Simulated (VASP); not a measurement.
# CdS (R-3m) in VASP: single point with PBEsol

Aim: the single point of CdS with PBEsol.

Program: VASP 6.6.1. These are calculated values, not measurements. Logs are shortened: lines on timing, memory, paths and dates and some standing lists are left out, and cuts for length are marked.

## 1. The cell of the first run

The structure is trigonal, space group R-3m (No. 166). The conventional cell has a = 3.734 Å, b = 3.734 Å, c = 9.720 Å, α = 90.00°, β = 90.00°, γ = 120.00°. Within 3.9 Å of Cd (site symmetry -3m) lie 6 S at 2.70 Å and 12 Cd at 3.73 to 3.89 Å. S (site symmetry -3m) has 6 Cd at 2.70 Å and 12 S at 3.73 to 3.89 Å within 3.9 Å.

## 2. Single point, PBEsol (strained)

INCAR reads:

```
SYSTEM = CdS
PREC = Accurate ; ENCUT = 500
EDIFF = 1E-6 ; ISMEAR = 0
SIGMA = 0.05 ; LREAL = .FALSE.
LASPH = .TRUE. ; NELM = 120
ALGO = Normal ; ISIF = 2
LWAVE = .FALSE. ; LCHARG = .FALSE.
GGA = PS ; NBANDS = 16
GGA_COMPAT = .FALSE.
```

KPOINTS reads:

```
Automatic mesh
0
G
  12 12 12
  0 0 0
```

POSCAR reads:

```
CdS
1.0
    0.0000000000      2.6406638528      2.6406638528
    2.6406638528      0.0000000000      2.6406638528
    2.7507936128      2.7507936128     -0.1101297600
Cd S
1 1
Direct
    0.0000000000      0.0000000000      0.0000000000
    0.5000000000      0.5000000000      0.5000000000
```

Potentials or basis: VASP PAW PBE potentials, release 64 (Cd, S).

The run is started by

```console
$ cat potpaw_PBE.64/Cd/POTCAR potpaw_PBE.64/S/POTCAR > POTCAR
$ mpirun -np 1 vasp_std > vasp.out
```

OUTCAR:

```text
SYSTEM = CdS
   PREC = Accurate
   ENCUT = 500
   EDIFF = 1E-6
   ISMEAR = 0
   LREAL = .FALSE.
   LASPH = .TRUE.
   NELM = 120
   ISIF = 2
   GGA = PS

 ion  position               nearest neighbor table
   1  0.000  0.000  0.000-   2 2.70   2 2.70   2 2.70   2 2.70   2 2.70   2 2.70
   2  0.500  0.500  0.500-   1 2.70   1 2.70   1 2.70   1 2.70   1 2.70   1 2.70

  LATTYP: Found a trigonal (rhomboedric) cell.
 ALAT       =     3.8917681797
 COS(alpha) =     0.5396031797

  Lattice vectors:

 A1 = (   2.7507936128,   0.1101297600,  -2.7507936128)
 A2 = (   0.1101297600,   2.7507936128,  -2.7507936128)
 A3 = (   2.7507936128,   2.7507936128,  -0.1101297600)

Analysis of symmetry for initial positions (statically):
=====================================================================
 Subroutine PRICEL returns:
 Original cell was already a primitive cell.

 Routine SETGRP: Setting up the symmetry group for a
 trigonal (rhombohedral) supercell.

 Subroutine GETGRP returns: Found 12 space group operations
 (whereof 12 operations were pure point group operations)
 out of a pool of 12 trial point group operations.

The static configuration has the point symmetry D_3d.

Analysis of symmetry for dynamics (positions and initial velocities):
=====================================================================
 Subroutine PRICEL returns:
 Original cell was already a primitive cell.

 Routine SETGRP: Setting up the symmetry group for a
 trigonal (rhombohedral) supercell.

 Subroutine GETGRP returns: Found 12 space group operations
 (whereof 12 operations were pure point group operations)
 out of a pool of 12 trial point group operations.

The dynamic configuration has the point symmetry D_3d.

 Subroutine INISYM returns: Found 12 space group operations
 (whereof 12 operations are pure point group operations),
 and found     1 'primitive' translations

----------------------------------------------------------------------------------------

                                     Primitive cell

  volume of cell :      39.1311

  direct lattice vectors                    reciprocal lattice vectors
     0.000000000  2.640663853  2.640663853    -0.185630411  0.193062242  0.185630411
     2.640663853  0.000000000  2.640663853     0.193062242 -0.185630411  0.185630411
     2.750793613  2.750793613 -0.110129760     0.178198580  0.178198580 -0.178198580

  length of vectors
     3.734462634  3.734462634  3.891768180     0.325868575  0.325868575  0.308648995

  position of ions in fractional coordinates (direct lattice)
     0.000000000  0.000000000  0.000000000
     0.500000000  0.500000000  0.500000000

  ion indices of the primitive-cell ions
   primitive index   ion index
                 1           1
                 2           2

----------------------------------------------------------------------------------------

 KPOINTS: Automatic mesh

Automatic generation of k-mesh.
 Grid dimensions read from file:
 generate k-points for:   12   12   12

 Generating k-lattice:

  Cartesian coordinates                     Fractional coordinates (reciprocal lattice)
    -0.015469201  0.016088520  0.015469201     0.083333333  0.000000000 -0.000000000
     0.016088520 -0.015469201  0.015469201     0.000000000  0.083333333 -0.000000000
     0.014849882  0.014849882 -0.014849882     0.000000000  0.000000000  0.083333333

  Length of vectors
     0.027155715  0.027155715  0.025720750

  Shift w.r.t. Gamma in fractional coordinates (k-lattice)
     0.000000000  0.000000000  0.000000000

 Subroutine IBZKPT returns following result:
 ===========================================

 Found    189 irreducible k-points:

 Following reciprocal coordinates:
            Coordinates               Weight
  0.000000  0.000000  0.000000      1.000000
  0.083333  0.000000  0.000000      6.000000
  0.166667  0.000000  0.000000      6.000000
  0.250000  0.000000  0.000000      6.000000
  0.333333  0.000000  0.000000      6.000000
  0.416667  0.000000  0.000000      6.000000
[... 16 lines left out ...]
  0.500000  0.166667  0.000000     12.000000
 -0.416667  0.166667  0.000000     12.000000
 [... further k-points ...]
   k-points           NKPTS =    189   k-points in BZ     NKDIM =    189   number of bands    NBANDS=     16
   number of dos      NEDOS =    301   number of ions     NIONS =      2
   total plane-waves  NPLWV =  21952
   dimension x,y,z NGX =    28 NGY =   28 NGZ =   28
   dimension x,y,z NGXF=    56 NGYF=   56 NGZF=   56
   ions per type =               1   1
   NGX,Y,Z   is equivalent  to a cutoff of  12.46, 12.46, 11.96 a.u.
   NGXF,Y,Z  is equivalent  to a cutoff of  24.93, 24.93, 23.92 a.u.
 SYSTEM =  CdS
   PREC   = accura    normal or accurate (medium, high low for compatibility)
   ISTART =      0    job   : 0-new  1-cont  2-samecut
   ICHARG =      2    charge: 1-file 2-atom 10-const
   ISPIN  =      1    spin polarized calculation?
   LNONCOLLINEAR =      F non collinear calculations
   LSORBIT =      F    spin-orbit coupling
   LASPH  =      T    aspherical Exc in radial PAW
   ENCUT  =  500.0 eV  36.75 Ry    6.06 a.u.   6.81  6.81  7.10*2*pi/ulx,y,z
   NELM   =    120;   NELMIN=  2; NELMDL= -5     # of ELM steps
   EDIFF  = 0.1E-05   stopping-criterion for ELM
   LREAL  =      F    real-space projection
   EDIFFG = 0.1E-04   stopping-criterion for IOM
   NSW    =      0    number of steps for IOM
   IBRION =     -1    ionic relax: 0-MD 1-quasi-New 2-CG
   NFREE  =      0    steps in history (QN), initial steepest desc. (CG)
   ISIF   =      2    stress and relaxation
   ISYM   =      2    0-nonsym 1-usesym 2-fastsym
   POTIM  = 0.5000    time-step for ionic-motion
   TEBEG  =    0.0;   TEEND  =   0.0 temperature during run
   PSTRESS=    0.0 pullay stress
   NELECT =      18.0000    total number of electrons
   NUPDOWN=      -1.0000    fix difference up-down
   EMIN   =  10.00;   EMAX   =-10.00  energy-range for DOS
   EFERMI =   0.00;   METHOD = LEGACY
   ISMEAR =     0;   SIGMA  =   0.05  broadening in eV -4-tet -1-fermi 0-gaus
   EFERMI_NEDOS =   21; number of points for ismear=-14 and -15
   IALGO  =     38    algorithm
   IMIX   =      4    mixing-type and parameters
     AMIX     =   0.40;   BMIX     =  1.00
     AMIX_MAG =   1.60;   BMIX_MAG =  1.00
  volume/ion in A,a.u.               =      19.57       132.03
  Fermi-wavevector in a.u.,A,eV,Ry     =   1.263742  2.388126 21.729092  1.597043
  Thomas-Fermi vector in A             =   2.397083
   LORBIT       =      0    0 simple, 1 ext, 2 COOP (PROOUT), +10 PAW based schemes
   GGA     = PS    functional components
   LHFCALC =     F    Hartree Fock is set to
   AEXX    =    0.0000 exact exchange contribution
   IVDW    =     0    specifies the selected vdW correction
   LEPSILON=     F    determine dielectric tensor
   LRPA    =     F    only Hartree local field effects (RPA)
 non-spin polarized calculation
 Gauss-broadening in eV      SIGMA  =   0.05
  energy-cutoff  :      500.00
  volume of cell :       39.13
 maximum number of plane-waves:      1008
   NGX = 13   NGY = 13   NGZ = 15

 number of electron      18.0000003 magnetization

 Free energy of the ion-electron system (eV)
  ---------------------------------------------------
  ext. energy  EPLUGINS =         0.00000000
  ---------------------------------------------------
  free energy    TOTEN  =        -6.62495618 eV

  energy without entropy =       -6.62477317  energy(sigma->0) =       -6.62486468

 E-fermi :   3.4251     XC(G=0): -10.8303

 val. band max:        3.4180627187   @ k =   0.0000   0.0000   0.5000
 cond. band min:       3.7475143669   @ k =   0.4167   0.4167   0.0000
 fundamental gap:      0.3294516482
 Fermi energy:         3.4251243275

 k-point     1 :       0.0000    0.0000    0.0000
  band No.  band energies     occupation
      1      -9.8805      2.00000
      2      -4.4735      2.00000
      3      -4.4669      2.00000
      4      -4.4669      2.00000
      5      -4.4055      2.00000
      6      -4.4055      2.00000
[... 8 lines left out ...]
     15      14.9886      0.00000
     16      14.9990      0.00000

 k-point     2 :       0.0833    0.0000    0.0000
  band No.  band energies     occupation
      1      -9.8119      2.00000
      2      -4.4929      2.00000
      3      -4.4640      2.00000
      4      -4.4620      2.00000
      5      -4.4146      2.00000
      6      -4.4141      2.00000
[... 8 lines left out ...]
     15      13.9712      0.00000
     16      14.5035      0.00000

 k-point     3 :       0.1667    0.0000    0.0000
  band No.  band energies     occupation
      1      -9.6142      2.00000
      2      -4.5686      2.00000
      3      -4.5110      2.00000
      4      -4.4707      2.00000
      5      -4.3959      2.00000
      6      -4.3828      2.00000
[... 8 lines left out ...]
     15      13.8376      0.00000
     16      14.1819      0.00000

 k-point     4 :       0.2500    0.0000    0.0000
  band No.  band energies     occupation
      1      -9.3148      2.00000
      2      -4.6729      2.00000
      3      -4.5937      2.00000
      4      -4.5284      2.00000
      5      -4.3381      2.00000
      6      -4.3173      2.00000
[... 8 lines left out ...]
     15      14.0829      0.00000
     16      14.4665      0.00000
[... 324 lines left out ...]
 k-point    22 :       0.4167    0.1667    0.0000
  band No.  band energies     occupation
      1      -8.8412      2.00000
      2      -4.6889      2.00000
      3      -4.6277      2.00000
      4      -4.5538      2.00000
      5      -4.2488      2.00000
      6      -4.1996      2.00000
[... 8 lines left out ...]
     15      16.1625      0.00000
     16      17.1129      0.00000

 k-point    23 :       0.5000    0.1667    0.0000
  band No.  band energies     occupation
      1      -8.6429      2.00000
      2      -4.7336      2.00000
      3      -4.6642      2.00000
      4      -4.5737      2.00000
      5      -4.2020      2.00000
      6      -4.1738      2.00000
[... 8 lines left out ...]
     15      16.0968      0.00000
     16      17.5854      0.00000

 k-point    24 :      -0.4167    0.1667    0.0000
  band No.  band energies     occupation
      1      -8.5922      2.00000
      2      -4.7848      2.00000
      3      -4.7006      2.00000
      4      -4.5550      2.00000
      5      -4.2113      2.00000
      6      -4.1429      2.00000
[... 8 lines left out ...]
     15      15.6830      0.00000
     16      17.3348      0.00000

 [... further k-points ...]

------------------------ aborting loop because EDIFF is reached ----------------------------------------

  FORCE on cell =-STRESS in cart. coord.  units (eV):
  Direction    XX          YY          ZZ          XY          YZ          ZX
  --------------------------------------------------------------------------------------
  -------------------------------------------------------------------------------------
  Total        0.2140216      0.2140216      0.2140216     -0.3572059      0.3572059      0.3572059
  in kB        8.7628654      8.7628654      8.7628654    -14.6253807     14.6253807     14.6253807
  external PRESSURE =       8.7628654 kB  Pullay stress =       0.0000000 kB

 VOLUME and BASIS-vectors are now :
 -----------------------------------------------------------------------------
  energy-cutoff  :      500.00
  volume of cell :       39.13
      direct lattice vectors                 reciprocal lattice vectors
     0.000000000  2.640663853  2.640663853    -0.185630411  0.193062242  0.185630411
     2.640663853  0.000000000  2.640663853     0.193062242 -0.185630411  0.185630411
     2.750793613  2.750793613 -0.110129760     0.178198580  0.178198580 -0.178198580

 POSITION                                       TOTAL-FORCE (eV/Angst)
 -----------------------------------------------------------------------------------
      0.00000      0.00000      0.00000        -0.000000      0.000000      0.000000
      2.69573      2.69573      2.58560         0.000000     -0.000000     -0.000000
 -----------------------------------------------------------------------------------
    total drift:                                0.000000      0.000000      0.000000

  FREE ENERGIE OF THE ION-ELECTRON SYSTEM (eV)
  ---------------------------------------------------
  free  energy   TOTEN  =        -6.6249561808 eV

  energy  without entropy=       -6.6247731744  energy(sigma->0) =       -6.62486468
```

It took 2 min on 1 thread of AMD EPYC 7R43 (Zen 3), shared host; peak memory 0.2 GiB.

What came out:

| Quantity | Value |
| --- | --- |
| Free energy | -6.6250 eV |
| Pressure | 0.9 GPa |
| Band gap on the k mesh | zero (bands 9 and 10 overlap by 0.03 eV) |

Stress tensor (GPa, compression positive):
```
 0.88 -1.46  1.46
-1.46  0.88  1.46
 1.46  1.46  0.88
```

Caveat: the cell differs from its parent crystal (strained); semilocal functionals underestimate gaps, and a narrow one can read as zero; the PAW data sets were made with another functional, which shifts forces and pressure a little.

The gap in the log of VASP goes by the Fermi energy; the results here count the filled bands.